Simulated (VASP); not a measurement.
# Y (P6_3/mmc) in VASP: a series of runs

Runs on Y. Level: PBE. Tasks: single point.

Everything below comes from runs of VASP 6.6.1. Logs are shortened: lines on timing, memory, paths and dates and some standing lists are left out, and cuts for length are marked.

**1. The cell of the first run**

The structure is hexagonal, space group P6_3/mmc (No. 194). The conventional cell has a = 3.743 Å, b = 3.743 Å, c = 5.460 Å, α = 90.00°, β = 90.00°, γ = 120.00°. Y (site symmetry -6m2) has 12 Y at 3.48 to 3.74 Å within 4.6 Å.

**2. Single point, PBE (strain +0.025 along x and y, -0.050 along z)**

Input file INCAR:

```
SYSTEM = Y
PREC = Accurate ; ENCUT = 520
EDIFF = 1E-7 ; ISMEAR = 0
SIGMA = 0.15 ; LREAL = .False.
LASPH = .True. ; NELM = 80
ALGO = Fast ; ISIF = 2
LWAVE = .False. ; LCHARG = .True.
GGA = PE ; LELF = .True.
LVHAR = .True. ; NBANDS = 18
```

Input file KPOINTS:

```
regular mesh
0
Gamma
  18 18 8
  0 0 0
```

Input file POSCAR:

```
Y
1.0
    3.7427867180      0.0000000000      0.0000000000
   -1.8713933590      3.2413483788      0.0000000000
    0.0000000000      0.0000000000      5.4600300000
Y
2
Direct
    0.3333333333      0.6666666667      0.2500000000
    0.6666666667      0.3333333333      0.7500000000
```

Potentials or basis: VASP PAW PBE potentials, release 64 (Y_sv).

Run with:

```bash
> cat potpaw_PBE.64/Y_sv/POTCAR > POTCAR
> mpirun -np 1 vasp_std > vasp.out
```

OUTCAR:

```text
SYSTEM = Y
   PREC = Accurate
   ENCUT = 520
   EDIFF = 1E-7
   ISMEAR = 0
   LREAL = .False.
   LASPH = .True.
   NELM = 80
   ISIF = 2
   GGA = PE

 ion  position               nearest neighbor table
   1  0.333  0.667  0.250-   2 3.48   2 3.48   2 3.48   2 3.48   2 3.48   2 3.48
   2  0.667  0.333  0.750-   1 3.48   1 3.48   1 3.48   1 3.48   1 3.48   1 3.48

  LATTYP: Found a hexagonal cell.
 ALAT       =     3.7427867180
 C/A-ratio  =     1.4588140900

  Lattice vectors:

 A1 = (   3.7427867180,   0.0000000000,   0.0000000000)
 A2 = (  -1.8713933590,   3.2413483788,   0.0000000000)
 A3 = (   0.0000000000,   0.0000000000,   5.4600300000)

Analysis of symmetry for initial positions (statically):
=====================================================================
 Subroutine PRICEL returns:
 Original cell was already a primitive cell.

 Routine SETGRP: Setting up the symmetry group for a
 hexagonal supercell.

 Subroutine GETGRP returns: Found 24 space group operations
 (whereof 12 operations were pure point group operations)
 out of a pool of 24 trial point group operations.

The static configuration has the point symmetry D_3d.
 The point group associated with its full space group is D_6h.

Analysis of symmetry for dynamics (positions and initial velocities):
=====================================================================
 Subroutine PRICEL returns:
 Original cell was already a primitive cell.

 Routine SETGRP: Setting up the symmetry group for a
 hexagonal supercell.

 Subroutine GETGRP returns: Found 24 space group operations
 (whereof 12 operations were pure point group operations)
 out of a pool of 24 trial point group operations.

The dynamic configuration has the point symmetry D_3d.
 The point group associated with its full space group is D_6h.

 Subroutine INISYM returns: Found 24 space group operations
 (whereof 12 operations are pure point group operations),
 and found     1 'primitive' translations

----------------------------------------------------------------------------------------

                                     Primitive cell

  volume of cell :      66.2393

  direct lattice vectors                    reciprocal lattice vectors
[... 77 lines left out ...]
 SYSTEM =  Y
   PREC   = accura    normal or accurate (medium, high low for compatibility)
   ISTART =      0    job   : 0-new  1-cont  2-samecut
   ICHARG =      2    charge: 1-file 2-atom 10-const
   ISPIN  =      1    spin polarized calculation?
   LNONCOLLINEAR =      F non collinear calculations
   LSORBIT =      F    spin-orbit coupling
   LASPH  =      T    aspherical Exc in radial PAW
   ENCUT  =  520.0 eV  38.22 Ry    6.18 a.u.   6.96  6.96 10.15*2*pi/ulx,y,z
   NELM   =     80;   NELMIN=  2; NELMDL= -5     # of ELM steps
   EDIFF  = 0.1E-06   stopping-criterion for ELM
   LREAL  =      F    real-space projection
   EDIFFG = 0.1E-05   stopping-criterion for IOM
   NSW    =      0    number of steps for IOM
   IBRION =     -1    ionic relax: 0-MD 1-quasi-New 2-CG
   NFREE  =      0    steps in history (QN), initial steepest desc. (CG)
   ISIF   =      2    stress and relaxation
   ISYM   =      2    0-nonsym 1-usesym 2-fastsym
   POTIM  = 0.5000    time-step for ionic-motion
   TEBEG  =    0.0;   TEEND  =   0.0 temperature during run
   PSTRESS=    0.0 pullay stress
   NELECT =      22.0000    total number of electrons
   NUPDOWN=      -1.0000    fix difference up-down
   EMIN   =  10.00;   EMAX   =-10.00  energy-range for DOS
   EFERMI =   0.00;   METHOD = LEGACY
   ISMEAR =     0;   SIGMA  =   0.15  broadening in eV -4-tet -1-fermi 0-gaus
   EFERMI_NEDOS =   21; number of points for ismear=-14 and -15
   IALGO  =     68    algorithm
   IMIX   =      4    mixing-type and parameters
     AMIX     =   0.40;   BMIX     =  1.00
     AMIX_MAG =   1.60;   BMIX_MAG =  1.00
  volume/ion in A,a.u.               =      33.12       223.50
  Fermi-wavevector in a.u.,A,eV,Ry     =   1.133732  2.142443 17.488228  1.285349
  Thomas-Fermi vector in A             =   2.270435
   LORBIT       =      0    0 simple, 1 ext, 2 COOP (PROOUT), +10 PAW based schemes
   GGA     = PE    functional components
   LHFCALC =     F    Hartree Fock is set to
   AEXX    =    0.0000 exact exchange contribution
   IVDW    =     0    specifies the selected vdW correction
   LEPSILON=     F    determine dielectric tensor
   LRPA    =     F    only Hartree local field effects (RPA)
 non-spin polarized calculation
 RMM-DIIS sequential band-by-band and
 Gauss-broadening in eV      SIGMA  =   0.15
  energy-cutoff  :      520.00
  volume of cell :       66.24
 maximum number of plane-waves:      1802
 NGX is ok and might be reduce to    28
   NGX = 13   NGY = 13   NGZ = 21

 number of electron      21.9999999 magnetization

 Free energy of the ion-electron system (eV)
  ---------------------------------------------------
  ext. energy  EPLUGINS =         0.00000000
  ---------------------------------------------------
  free energy    TOTEN  =       -12.85480509 eV

  energy without entropy =      -12.81546508  energy(sigma->0) =      -12.83513509

 E-fermi :   2.9253     XC(G=0):  -9.3916

 val. band max:        2.9187749434   @ k =   0.3889   0.2222   0.3750
 cond. band min:       2.9306755508   @ k =   0.2222   0.2222   0.3750
 fundamental gap:      0.0119006075
 Fermi energy:         2.9253013204

 k-point     1 :       0.0000    0.0000    0.0000
  band No.  band energies     occupation
      1     -39.7730      2.00000
      2     -39.6809      2.00000
      3     -20.0811      2.00000
      4     -19.6187      2.00000
      5     -19.6187      2.00000
      6     -19.4946      2.00000
[... 481 lines left out ...]
      5     -19.7686      2.00000
      6     -19.7277      2.00000
[... 10 lines left out ...]
     17       7.5753      0.00000
     18       8.2880      0.00000

 [... further k-points ...]
[... 5 lines left out ...]
  --------------------------------------------------------------------------------------
  -------------------------------------------------------------------------------------
  Total       -0.6716375     -0.6716375      0.8739345      0.0000000      0.0000000      0.0000000
  in kB      -16.2453744    -16.2453744     21.1384738      0.0000000      0.0000000      0.0000000
  external PRESSURE =      -3.7840916 kB  Pullay stress =       0.0000000 kB

 VOLUME and BASIS-vectors are now :
 -----------------------------------------------------------------------------
  energy-cutoff  :      520.00
  volume of cell :       66.24
      direct lattice vectors                 reciprocal lattice vectors
     3.742786718  0.000000000  0.000000000     0.267180600  0.154256791  0.000000000
    -1.871393359  3.241348379  0.000000000     0.000000000  0.308513582  0.000000000
     0.000000000  0.000000000  5.460030000     0.000000000  0.000000000  0.183149177

 POSITION                                       TOTAL-FORCE (eV/Angst)
 -----------------------------------------------------------------------------------
     -0.00000      2.16090      1.36501        -0.000000      0.000000      0.000000
      1.87139      1.08045      4.09502         0.000000     -0.000000      0.000000
 -----------------------------------------------------------------------------------
    total drift:                               -0.000000      0.000000     -0.000000

  FREE ENERGIE OF THE ION-ELECTRON SYSTEM (eV)
  ---------------------------------------------------
  free  energy   TOTEN  =       -12.8548050946 eV

  energy  without entropy=      -12.8154650783  energy(sigma->0) =      -12.83513509
```

OSZICAR:

```text
N       E                     dE             d eps       ncg     rms          rms(c)
DAV:   1     0.882023797235E+02    0.88202E+02   -0.11341E+04  6668   0.116E+03
DAV:   2    -0.552598094661E+01   -0.93728E+02   -0.92091E+02  8252   0.258E+02
DAV:   3    -0.130368096612E+02   -0.75108E+01   -0.74433E+01 11648   0.433E+01
[... 14 lines left out ...]
RMM:  18    -0.128548040804E+02   -0.92715E-06   -0.89785E-06  9661   0.716E-03    0.219E-03
RMM:  19    -0.128548045941E+02   -0.51374E-06   -0.44054E-06  8761   0.520E-03    0.368E-04
RMM:  20    -0.128548048395E+02   -0.24541E-06   -0.27273E-06  7387   0.353E-03    0.657E-04
RMM:  21    -0.128548050005E+02   -0.16101E-06   -0.13955E-06  6691   0.263E-03    0.280E-04
RMM:  22    -0.128548050946E+02   -0.94054E-07   -0.89279E-07  5902   0.201E-03
   1 F= -.12854805E+02 E0= -.12835135E+02  d E =-.393400E-01
```

It took 6 min on 1 thread of Intel Xeon Platinum 8259CL at 2.50GHz (Skylake/Cascade Lake), shared host; peak memory 0.34 GiB.

What came out:

```yaml
Free_energy: -12.8548 eV
Pressure: -0.4 GPa
Band_gap_on_the_k_mesh: zero (band 11 reaches 4.31 eV, above the bottom of band 12 at 2.37 eV)
```

Levels at points of the mesh, in eV from the Fermi level:
```tsv
k point	band 9	band 10	band 11	band 12	band 13	band 14
(0.00, 0.00, 0.00)	-4.63	-1.72	1.39	1.64	1.64	2.38
(0.50, 0.00, 0.00)	-1.72	-1.16	-0.66	-0.28	1.18	1.71
(0.00, 0.00, 0.50)	-3.06	-3.06	1.25	1.25	1.45	1.45
(0.50, 0.00, 0.50)	-1.59	-1.59	0.21	0.21	1.41	1.41
```

Caveat: the cell differs from its parent crystal (strain +0.025 along x and y, -0.050 along z).

**3. Single point, PBE (strain +0.025 along x and y, -0.025 along z)**

Input file INCAR:

```
SYSTEM = Y
  ALGO = Fast
  EDIFF = 1E-7
  ENCUT = 520
  GGA = PE
  ISIF = 2
  ISMEAR = 0
  LASPH = .TRUE.
  LCHARG = .FALSE.
  LREAL = .FALSE.
  LWAVE = .FALSE.
  NBANDS = 18
  NELM = 80
  PREC = Accurate
  SIGMA = 0.15
```

Input file KPOINTS:

```
k-points
0
G
  18 18 8
  0 0 0
```

Changes to POSCAR since step 2:

```diff
@@ -4,3 +4,3 @@
    -1.8713933590      3.2413483788      0.0000000000
-    0.0000000000      0.0000000000      5.4600300000
+    0.0000000000      0.0000000000      5.6037150000
 Y
```

Potentials or basis: VASP PAW PBE potentials, release 64 (Y_sv).

Run with:

```bash
> cat potpaw_PBE.64/Y_sv/POTCAR > POTCAR
> mpirun -np 1 vasp_std > vasp.out
```

Wall time 5.9 min (1 thread of Intel Xeon Platinum 8259CL at 2.50GHz (Skylake/Cascade Lake), shared host); peak memory 0.35 GiB.

Results (log left out):

* Free energy: -12.8665 eV
* Pressure: -1.4 GPa
* Band gap on the k mesh: zero (band 11 reaches 3.94 eV, above the bottom of band 12 at 2.29 eV)

Stress tensor (GPa, compression positive):
```
-2.09  0.00  0.00
 0.00 -2.09  0.00
 0.00  0.00  0.05
```

Levels at points of the mesh, in eV from the Fermi level:
```tsv
k point	band 7	band 8	band 9	band 10	band 11	band 12	band 13	band 14	band 15	band 16
(0.00, 0.00, 0.00)	-22.50	-22.45	-4.61	-1.72	1.11	1.66	1.66	2.32	2.32	2.33
(0.50, 0.00, 0.00)	-22.61	-22.54	-1.69	-1.12	-0.68	-0.26	1.26	1.54	2.21	4.64
(0.00, 0.00, 0.50)	-22.55	-22.55	-3.12	-3.12	1.13	1.13	1.51	1.51	1.51	1.51
(0.50, 0.00, 0.50)	-22.58	-22.58	-1.57	-1.57	0.15	0.15	1.33	1.33	2.56	2.56
```

Caveat: the cell differs from its parent crystal (strain +0.025 along x and y, -0.025 along z).

**4. Single point, PBE (strain +0.000 along x and y, +0.025 along z)**

Input file INCAR:

```
ALGO = Fast
EDIFF = 1E-6
ENCUT = 520
GGA = PE
ISIF = 2
ISMEAR = 0
LASPH = T
LCHARG = F
LREAL = F
LWAVE = F
NBANDS = 18
NELM = 100
PREC = Accurate
SIGMA = 0.15
```

Input file KPOINTS:

```
k-points
0
Gamma
  18 18 8
```

Input file POSCAR:

```
Y
1.0
    3.6514992371      0.0000000000      0.0000000000
   -1.8257496185      3.1622911012      0.0000000000
    0.0000000000      0.0000000000      5.8910850000
Y
2
Direct
    0.3333333333      0.6666666667      0.2500000000
    0.6666666667      0.3333333333      0.7500000000
```

Run with:

```bash
> cat potpaw_PBE.64/Y_sv/POTCAR > POTCAR
> mpirun -np 1 vasp_std > vasp.out
```

It took 5.1 min on 1 thread of Intel Xeon Platinum 8259CL at 2.50GHz (Skylake/Cascade Lake), shared host; peak memory 0.35 GiB.

Results (log left out):

```yaml
Free_energy: -12.8673 eV
Pressure: -1.4 GPa
Band_gap_on_the_k_mesh: zero (band 11 reaches 3.66 eV, above the bottom of band 12 at 2.40 eV)
```

Stress tensor (GPa, compression positive):
```
-0.74  0.00  0.00
 0.00 -0.74  0.00
 0.00  0.00 -2.68
```

Levels at points of the mesh, in eV from the Fermi level:
| k point | band 9 | band 10 | band 11 | band 12 | band 13 | band 14 |
| --- | --- | --- | --- | --- | --- | --- |
| (0.00, 0.00, 0.00) | -4.64 | -1.87 | 0.61 | 1.75 | 1.75 | 1.81 |
| (0.50, 0.00, 0.00) | -1.64 | -1.13 | -0.80 | -0.08 | 1.23 | 1.57 |
| (0.00, 0.00, 0.50) | -3.30 | -3.30 | 0.82 | 0.82 | 1.71 | 1.71 |
| (0.50, 0.00, 0.50) | -1.60 | -1.60 | 0.02 | 0.02 | 1.29 | 1.29 |

Caveat: the cell differs from its parent crystal (strain +0.000 along x and y, +0.025 along z).

**5. Single point, PBE (strain +0.050 along x and y, -0.050 along z)**

Input file INCAR:

```
PREC = Accurate
ENCUT = 520
EDIFF = 1E-6
ISMEAR = 0
SIGMA = 0.15
LREAL = F
LASPH = T
NELM = 80
ALGO = Fast
ISIF = 2
LWAVE = F
LCHARG = F
GGA = PE
NBANDS = 18
```

Input file KPOINTS:

```
Automatic mesh
0
Gamma
  18 18 8
```

Input file POSCAR:

```
Y
1.0
    3.8340741989      0.0000000000      0.0000000000
   -1.9170370994      3.3204056563      0.0000000000
    0.0000000000      0.0000000000      5.4600300000
Y
2
Direct
    0.3333333333      0.6666666667      0.2500000000
    0.6666666667      0.3333333333      0.7500000000
```

Run with:

```bash
> cat potpaw_PBE.64/Y_sv/POTCAR > POTCAR
> mpirun -np 1 vasp_std > vasp.out
```

Wall time 6 min (1 thread of Intel Xeon Platinum 8259CL at 2.50GHz (Skylake/Cascade Lake), shared host); peak memory 0.36 GiB.

The run converged. Its results:

* Free energy: -12.7999 eV
* Pressure: -2.1 GPa
* Band gap on the k mesh: zero (band 11 reaches 4.10 eV, above the bottom of band 12 at 2.08 eV)

Stress tensor (GPa, compression positive):
```
-3.68  0.00  0.00
 0.00 -3.68  0.00
 0.00  0.00  1.07
```

Levels at points of the mesh, in eV from the Fermi level:
```csv
k point,band 7,band 8,band 9,band 10,band 11,band 12,band 13,band 14,band 15,band 16
"(0.00, 0.00, 0.00)",-22.57,-22.50,-4.55,-1.61,1.40,1.56,1.56,2.21,2.21,2.30
"(0.50, 0.00, 0.00)",-22.67,-22.59,-1.73,-1.09,-0.56,-0.39,1.07,1.70,2.39,4.32
"(0.00, 0.00, 0.50)",-22.63,-22.63,-2.98,-2.98,1.31,1.31,1.33,1.33,1.33,1.33
"(0.50, 0.00, 0.50)",-22.61,-22.61,-1.51,-1.51,0.22,0.22,1.34,1.34,2.37,2.37
```

Caveat: the cell differs from its parent crystal (strain +0.050 along x and y, -0.050 along z).

**6. Single point, PBE (strain +0.000 along x and y, +0.050 along z)**

Input file INCAR:

```
PREC     = Accurate       # precision mode
ENCUT    = 520            # plane-wave cutoff, eV
EDIFF    = 1E-6           # SCF threshold, eV
ISMEAR   = 0              # smearing method
SIGMA    = 0.15           # smearing width, eV
LREAL    = F              # projectors in reciprocal space
LASPH    = T              # aspherical terms in the spheres
NELM     = 80             # most SCF steps
ALGO     = Fast           # electronic algorithm
ISIF     = 2              # what is computed and relaxed
LWAVE    = F              # write WAVECAR
LCHARG   = F              # write CHGCAR
GGA      = PE             # functional
NBANDS   = 18             # bands
```

KPOINTS is that of step 5.

Input file POSCAR:

```
Y
1.0
    3.6514992371      0.0000000000      0.0000000000
   -1.8257496185      3.1622911012      0.0000000000
    0.0000000000      0.0000000000      6.0347700000
Y
2
Direct
    0.3333333333      0.6666666667      0.2500000000
    0.6666666667      0.3333333333      0.7500000000
```

Potentials or basis: VASP PAW PBE potentials, release 64 (Y_sv).

Run with:

```bash
> cat potpaw_PBE.64/Y_sv/POTCAR > POTCAR
> mpirun -np 1 vasp_std > vasp.out
```

It took 4.8 min on 1 thread of Intel Xeon Platinum 8259CL at 2.50GHz (Skylake/Cascade Lake), shared host; peak memory 0.36 GiB.

Results (log left out):

```
Free energy            : -12.8317 eV
Pressure               : -2.2 GPa
Band gap on the k mesh : zero (band 11 reaches 3.45 eV, above the bottom of band 12 at 2.34 eV)
```

Stress tensor (GPa, compression positive):
```
-1.17  0.00  0.00
 0.00 -1.17  0.00
 0.00  0.00 -4.16
```

Levels at points of the mesh, in eV from the Fermi level:
```
           k point  band 9  band 10  band 11  band 12  band 13  band 14
(0.00, 0.00, 0.00)   -4.60    -1.89     0.41     1.62     1.75     1.75
(0.50, 0.00, 0.00)   -1.61    -1.10    -0.79    -0.05     1.12     1.66
(0.00, 0.00, 0.50)   -3.34    -3.34     0.72     0.72     1.74     1.74
(0.50, 0.00, 0.50)   -1.57    -1.57    -0.01    -0.01     1.24     1.24
```

Caveat: the cell differs from its parent crystal (strain +0.000 along x and y, +0.050 along z).

**7. Overview**

```csv
cell,further INCAR settings,gap on the mesh (eV),pressure (GPa)
"a = 3.743, b = 3.743, c = 5.460 Å, angles 90.0, 90.0, 120.0°, 2 atoms",ALGO = Fast; EDIFF = 1e-07; NBANDS = 18,none,-0.4
"a = 3.743, b = 3.743, c = 5.604 Å, angles 90.0, 90.0, 120.0°, 2 atoms",ALGO = Fast; EDIFF = 1e-07; NBANDS = 18,none,-1.4
"a = 3.651, b = 3.651, c = 5.891 Å, angles 90.0, 90.0, 120.0°, 2 atoms",ALGO = Fast; EDIFF = 1e-06; NBANDS = 18,none,-1.4
"a = 3.834, b = 3.834, c = 5.460 Å, angles 90.0, 90.0, 120.0°, 2 atoms",ALGO = Fast; EDIFF = 1e-06; NBANDS = 18,none,-2.1
"a = 3.651, b = 3.651, c = 6.035 Å, angles 90.0, 90.0, 120.0°, 2 atoms",ALGO = Fast; EDIFF = 1e-06; NBANDS = 18,none,-2.2
```

Alike in all rows: task single point; level PBE; potentials or basis VASP PAW PBE potentials, release 64 (Y_sv); no spin polarisation; k mesh 18 × 18 × 8; cutoff (eV) 520; smearing gaussian 0.15 eV.

Total energies depend on the potentials used, so only differences within one code and one set of settings carry meaning.
